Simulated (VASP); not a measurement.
# LaB6 in VASP: single point with PBE+D3(BJ)

Aim: the single point of LaB6 with PBE+D3(BJ).

Everything below comes from runs of VASP 6.6.1. Logs are shortened: lines on timing, memory, paths and dates and some standing lists are left out, and cuts for length are marked.

### 1 The cell of the first run

The typed cell holds 7 atoms: a = 4.157 Å, b = 4.157 Å, c = 4.157 Å, α = 90.00°, β = 90.00°, γ = 90.00°.

### 2 Single point, PBE+D3(BJ)

INCAR

```
SYSTEM = LaB6
ALGO = Normal
EDIFF = 1E-6
ENCUT = 520
GGA = PE
ISIF = 2
ISMEAR = -1
IVDW = 12
LASPH = .True.
LCHARG = .False.
LREAL = .False.
LWAVE = .False.
NBANDS = 24
NELM = 80
PREC = Accurate
SIGMA = 0.1
```

KPOINTS

```
k-points
0
Gamma
  4 4 4
  0 0 0
```

POSCAR

```
LaB6
1.0
    4.1570000000      0.0000000000      0.0000000000
    0.0000000000      4.1570000000      0.0000000000
    0.0000000000      0.0000000000      4.1570000000
La B
1 6
Direct
    0.0051527765     -0.0051469988      0.0051527765
    0.2050536836      0.4948403390      0.5051461542
    0.5051187544      0.1947429842      0.5051187544
    0.8052573458      0.4948475537      0.5051695991
    0.5051856863      0.7949442291      0.5051856863
    0.5051461542      0.4948403390      0.2050536836
    0.5051695991      0.4948475537      0.8052573458
```

Potentials or basis: VASP PAW PBE potentials, release 64 (La, B).

Launch:

```sh
> cat potpaw_PBE.64/La/POTCAR potpaw_PBE.64/B/POTCAR > POTCAR
> mpirun -np 1 vasp_std > vasp.out
```

OUTCAR:

```text
SYSTEM = LaB6
   EDIFF = 1E-6
   ENCUT = 520
   GGA = PE
   ISIF = 2
   ISMEAR = -1
   IVDW = 12
   LASPH = .True.
   LREAL = .False.
   NELM = 80
   PREC = Accurate
 IVDW          = 12

 ion  position               nearest neighbor table
   1  0.005  0.995  0.005-
   2  0.205  0.495  0.505-   4 1.66   3 1.76   6 1.76   7 1.76   5 1.76
   3  0.505  0.195  0.505-   5 1.66   2 1.76   6 1.76   4 1.76   7 1.76
   4  0.805  0.495  0.505-   2 1.66   5 1.76   7 1.76   6 1.76   3 1.76
   5  0.505  0.795  0.505-   3 1.66   4 1.76   7 1.76   6 1.76   2 1.76
   6  0.505  0.495  0.205-   7 1.66   3 1.76   2 1.76   4 1.76   5 1.76
   7  0.505  0.495  0.805-   6 1.66   5 1.76   4 1.76   2 1.76   3 1.76

  LATTYP: Found a simple cubic cell.
 ALAT       =     4.1570000000

  Lattice vectors:

 A1 = (   4.1570000000,   0.0000000000,   0.0000000000)
 A2 = (   0.0000000000,   4.1570000000,   0.0000000000)
 A3 = (   0.0000000000,   0.0000000000,   4.1570000000)

Analysis of symmetry for initial positions (statically):
=====================================================================
 Subroutine PRICEL returns:
 Original cell was already a primitive cell.

 Routine SETGRP: Setting up the symmetry group for a
 simple cubic supercell.

 Subroutine GETGRP returns: Found  2 space group operations
 (whereof  2 operations were pure point group operations)
 out of a pool of 48 trial point group operations.

The static configuration has the point symmetry C_1h.

Analysis of symmetry for dynamics (positions and initial velocities):
=====================================================================
 Subroutine PRICEL returns:
 Original cell was already a primitive cell.

 Routine SETGRP: Setting up the symmetry group for a
 simple cubic supercell.

 Subroutine GETGRP returns: Found  2 space group operations
 (whereof  2 operations were pure point group operations)
 out of a pool of 48 trial point group operations.

The dynamic configuration has the point symmetry C_1h.

 Subroutine INISYM returns: Found  2 space group operations
 (whereof  2 operations are pure point group operations),
 and found     1 'primitive' translations

----------------------------------------------------------------------------------------

                                     Primitive cell

  volume of cell :      71.8357

  direct lattice vectors                    reciprocal lattice vectors
     4.157000000  0.000000000  0.000000000     0.240558095  0.000000000  0.000000000
     0.000000000  4.157000000  0.000000000     0.000000000  0.240558095  0.000000000
     0.000000000  0.000000000  4.157000000     0.000000000  0.000000000  0.240558095

  length of vectors
     4.157000000  4.157000000  4.157000000     0.240558095  0.240558095  0.240558095

  position of ions in fractional coordinates (direct lattice)
     0.005152776  0.994853001  0.005152776
     0.205053684  0.494840339  0.505146154
     0.505118754  0.194742984  0.505118754
     0.805257346  0.494847554  0.505169599
     0.505185686  0.794944229  0.505185686
     0.505146154  0.494840339  0.205053684
     0.505169599  0.494847554  0.805257346

  ion indices of the primitive-cell ions
   primitive index   ion index
                 1           1
                 2           2
                 3           3
                 4           4
                 5           5
                 6           6
                 7           7

----------------------------------------------------------------------------------------

 KPOINTS: k-points

Automatic generation of k-mesh.
 Grid dimensions read from file:
 generate k-points for:    4    4    4

 Generating k-lattice:

  Cartesian coordinates                     Fractional coordinates (reciprocal lattice)
     0.060139524  0.000000000  0.000000000     0.250000000  0.000000000  0.000000000
     0.000000000  0.060139524  0.000000000     0.000000000  0.250000000  0.000000000
     0.000000000  0.000000000  0.060139524     0.000000000  0.000000000  0.250000000

  Length of vectors
     0.060139524  0.060139524  0.060139524

  Shift w.r.t. Gamma in fractional coordinates (k-lattice)
     0.000000000  0.000000000  0.000000000

 Subroutine IBZKPT returns following result:
 ===========================================

 Found     24 irreducible k-points:

 Following reciprocal coordinates:
            Coordinates               Weight
  0.000000  0.000000  0.000000      1.000000
  0.250000  0.000000  0.000000      4.000000
  0.000000  0.250000  0.000000      2.000000
  0.500000  0.000000  0.000000      2.000000
  0.000000  0.500000  0.000000      1.000000
  0.250000  0.250000  0.000000      4.000000
[... 16 lines left out ...]
  0.500000  0.250000  0.500000      2.000000
  0.500000  0.500000  0.500000      1.000000
   k-points           NKPTS =     24   k-points in BZ     NKDIM =     24   number of bands    NBANDS=     24
   number of dos      NEDOS =    301   number of ions     NIONS =      7
   total plane-waves  NPLWV =  32768
   dimension x,y,z NGX =    32 NGY =   32 NGZ =   32
   dimension x,y,z NGXF=    64 NGYF=   64 NGZF=   64
   ions per type =               1   6
   NGX,Y,Z   is equivalent  to a cutoff of  12.80, 12.80, 12.80 a.u.
   NGXF,Y,Z  is equivalent  to a cutoff of  25.59, 25.59, 25.59 a.u.
 SYSTEM =  LaB6
   PREC   = accura    normal or accurate (medium, high low for compatibility)
   ISTART =      0    job   : 0-new  1-cont  2-samecut
   ICHARG =      2    charge: 1-file 2-atom 10-const
   ISPIN  =      1    spin polarized calculation?
   LNONCOLLINEAR =      F non collinear calculations
   LSORBIT =      F    spin-orbit coupling
   LASPH  =      T    aspherical Exc in radial PAW
   ENCUT  =  520.0 eV  38.22 Ry    6.18 a.u.   7.73  7.73  7.73*2*pi/ulx,y,z
   NELM   =     80;   NELMIN=  2; NELMDL= -5     # of ELM steps
   EDIFF  = 0.1E-05   stopping-criterion for ELM
   LREAL  =      F    real-space projection
   EDIFFG = 0.1E-04   stopping-criterion for IOM
   NSW    =      0    number of steps for IOM
   IBRION =     -1    ionic relax: 0-MD 1-quasi-New 2-CG
   NFREE  =      0    steps in history (QN), initial steepest desc. (CG)
   ISIF   =      2    stress and relaxation
   ISYM   =      2    0-nonsym 1-usesym 2-fastsym
   POTIM  = 0.5000    time-step for ionic-motion
   TEBEG  =    0.0;   TEEND  =   0.0 temperature during run
   PSTRESS=    0.0 pullay stress
   NELECT =      29.0000    total number of electrons
   NUPDOWN=      -1.0000    fix difference up-down
   EMIN   =  10.00;   EMAX   =-10.00  energy-range for DOS
   EFERMI =   0.00;   METHOD = LEGACY
   ISMEAR =    -1;   SIGMA  =   0.10  broadening in eV -4-tet -1-fermi 0-gaus
   EFERMI_NEDOS =   21; number of points for ismear=-14 and -15
   IALGO  =     38    algorithm
   IMIX   =      4    mixing-type and parameters
     AMIX     =   0.40;   BMIX     =  1.00
     AMIX_MAG =   1.60;   BMIX_MAG =  1.00
  volume/ion in A,a.u.               =      10.26        69.25
  Fermi-wavevector in a.u.,A,eV,Ry     =   1.209932  2.286439 19.918037  1.463934
  Thomas-Fermi vector in A             =   2.345494
   LORBIT       =      0    0 simple, 1 ext, 2 COOP (PROOUT), +10 PAW based schemes
   GGA     = PE    functional components
   LHFCALC =     F    Hartree Fock is set to
   AEXX    =    0.0000 exact exchange contribution
   IVDW    =    12    specifies the selected vdW correction
   LEPSILON=     F    determine dielectric tensor
   LRPA    =     F    only Hartree local field effects (RPA)
 non-spin polarized calculation
  energy-cutoff  :      520.00
  volume of cell :       71.84
 maximum number of plane-waves:      1956
 NGX is ok and might be reduce to    32
   NGX = 15   NGY = 15   NGZ = 15

 number of electron      28.9999999 magnetization

 Free energy of the ion-electron system (eV)
  ---------------------------------------------------
  ext. energy  EPLUGINS =         0.00000000
  ---------------------------------------------------
  free energy    TOTEN  =       -49.01902978 eV

  energy without entropy =      -48.96638621  energy(sigma->0) =      -48.99270799

 E-fermi :   8.5603     XC(G=0): -11.2508

 val. band max:        8.5158356944   @ k =   0.2500   0.2500   0.0000
 cond. band min:       8.6592355942   @ k =   0.2500   0.2500   0.0000
 fundamental gap:      0.1433998998
 Fermi energy:         8.5603196495

 k-point     1 :       0.0000    0.0000    0.0000
  band No.  band energies     occupation
      1     -24.5006      2.00000
      2      -8.2322      2.00000
      3      -8.2321      2.00000
      4      -8.2321      2.00000
      5      -6.9646      2.00000
      6       0.6605      2.00000
[... 16 lines left out ...]
     23      10.5840      0.00000
     24      11.7135      0.00000

 k-point     2 :       0.2500    0.0000    0.0000
  band No.  band energies     occupation
      1     -24.4885      2.00000
      2      -8.6856      2.00000
      3      -8.1921      2.00000
      4      -8.1920      2.00000
      5      -6.4616      2.00000
      6      -1.1147      2.00000
[... 16 lines left out ...]
     23      11.0960      0.00000
     24      11.1724      0.00000

 k-point     3 :       0.0000    0.2500    0.0000
  band No.  band energies     occupation
      1     -24.4885      2.00000
      2      -8.6856      2.00000
      3      -8.1921      2.00000
      4      -8.1920      2.00000
      5      -6.4616      2.00000
      6      -1.1147      2.00000
[... 16 lines left out ...]
     23      11.0960      0.00000
     24      11.1724      0.00000

 k-point     4 :       0.5000    0.0000    0.0000
  band No.  band energies     occupation
      1     -24.4763      2.00000
      2      -9.0071      2.00000
      3      -8.1511      2.00000
      4      -8.1511      2.00000
      5      -6.0308      2.00000
      6      -2.0503      2.00000
[... 16 lines left out ...]
     23      10.7468      0.00000
     24      10.8700      0.00000

 k-point     5 :       0.0000    0.5000    0.0000
  band No.  band energies     occupation
      1     -24.4763      2.00000
      2      -9.0071      2.00000
      3      -8.1511      2.00000
      4      -8.1511      2.00000
      5      -6.0308      2.00000
      6      -2.0503      2.00000
[... 16 lines left out ...]
     23      10.7468      0.00000
     24      10.8708      0.00000

 k-point     6 :       0.2500    0.2500    0.0000
  band No.  band energies     occupation
      1     -24.4766      2.00000
      2      -8.6543      2.00000
      3      -8.4497      2.00000
      4      -8.1556      2.00000
      5      -6.3063      2.00000
      6      -1.0630      2.00000
[... 16 lines left out ...]
     23      11.0342      0.00000
     24      11.4587      0.00000
[... 379 lines left out ...]
 k-point    21 :      -0.2500    0.2500    0.5000
  band No.  band energies     occupation
      1     -24.4533      2.00000
      2      -8.7241      2.00000
      3      -8.3889      2.00000
      4      -8.3342      2.00000
      5      -6.2359      2.00000
      6      -1.2933      2.00000
[... 16 lines left out ...]
     23      11.4535      0.00000
     24      12.0637      0.00000

 k-point    22 :       0.5000    0.5000    0.2500
  band No.  band energies     occupation
      1     -24.4419      2.00000
      2      -8.5851      2.00000
      3      -8.5850      2.00000
      4      -8.3051      2.00000
      5      -6.2847      2.00000
      6      -1.1446      2.00000
[... 16 lines left out ...]
     23      12.2686      0.00000
     24      12.2709      0.00000

 k-point    23 :       0.5000    0.2500    0.5000
  band No.  band energies     occupation
      1     -24.4419      2.00000
      2      -8.5851      2.00000
      3      -8.5850      2.00000
      4      -8.3051      2.00000
      5      -6.2847      2.00000
      6      -1.1445      2.00000
[... 16 lines left out ...]
     23      12.2683      0.00000
     24      12.2707      0.00000

 k-point    24 :       0.5000    0.5000    0.5000
  band No.  band energies     occupation
      1     -24.4306      2.00000
      2      -8.5102      2.00000
      3      -8.5102      2.00000
      4      -8.5102      2.00000
      5      -6.1137      2.00000
      6      -1.4572      2.00000
[... 16 lines left out ...]
     23      13.0288      0.00000
     24      13.0383      0.00000

------------------------ aborting loop because EDIFF is reached ----------------------------------------

 Edisp (eV)   -1.80385

 E8    (eV) :    -0.7587

  FORCE on cell =-STRESS in cart. coord.  units (eV):
  Direction    XX          YY          ZZ          XY          YZ          ZX
  --------------------------------------------------------------------------------------
  -------------------------------------------------------------------------------------
  Total      -1.82334    -1.82320    -1.82334    -0.00285    -0.00285    -0.00192
  in kB     -40.66661   -40.66343   -40.66661    -0.06355    -0.06355    -0.04279
  external pressure =      -40.67 kB  Pullay stress =        0.00 kB

 VOLUME and BASIS-vectors are now :
 -----------------------------------------------------------------------------
  energy-cutoff  :      520.00
  volume of cell :       71.84
      direct lattice vectors                 reciprocal lattice vectors
     4.157000000  0.000000000  0.000000000     0.240558095  0.000000000  0.000000000
     0.000000000  4.157000000  0.000000000     0.000000000  0.240558095  0.000000000
     0.000000000  0.000000000  4.157000000     0.000000000  0.000000000  0.240558095

 POSITION                                       TOTAL-FORCE (eV/Angst)
 -----------------------------------------------------------------------------------
      0.02142      4.13560      0.02142        -0.000015     -0.000133     -0.000015
      0.85241      2.05705      2.09989        -0.042742      0.000594      0.000750
      2.09978      0.80955      2.09978         0.002297     -0.042939      0.002297
      3.34745      2.05708      2.09999         0.042699     -0.000533     -0.000955
      2.10006      3.30458      2.10006        -0.002035      0.042950     -0.002035
      2.09989      2.05705      0.85241         0.000750      0.000594     -0.042742
      2.09999      2.05708      3.34745        -0.000955     -0.000533      0.042699
 -----------------------------------------------------------------------------------
    total drift:                               -0.000090      0.000129     -0.000090

  FREE ENERGIE OF THE ION-ELECTRON SYSTEM (eV)
  ---------------------------------------------------
  free  energy   TOTEN  =       -50.8228787628 eV

  energy  without entropy=      -50.7702351971  energy(sigma->0) =      -50.79655698
```

Wall time 30 s (1 thread of Intel Xeon Platinum 8375C at 2.90GHz (Ice Lake), shared host); peak memory 0.21 GiB.

What came out:

| Property | Result |
| --- | --- |
| Free energy | -50.8229 eV |
| Pressure | -4.1 GPa |
| Largest force | 0.043 eV/Å |
| Dispersion energy per atom | -0.258 eV |

Forces on the atoms (eV/Å):
```
La   0.000  0.000  0.000
B   -0.043  0.001  0.001
B    0.002 -0.043  0.002
B    0.043 -0.001 -0.001
B   -0.002  0.043 -0.002
B    0.001  0.001 -0.043
B   -0.001 -0.001  0.043
```

Caveat: the k points lie up to 0.38 Å⁻¹ apart; spin-orbit coupling is left out, which moves the levels of the heavy elements; pairwise dispersion overbinds metals, which lowers pressure and volume.
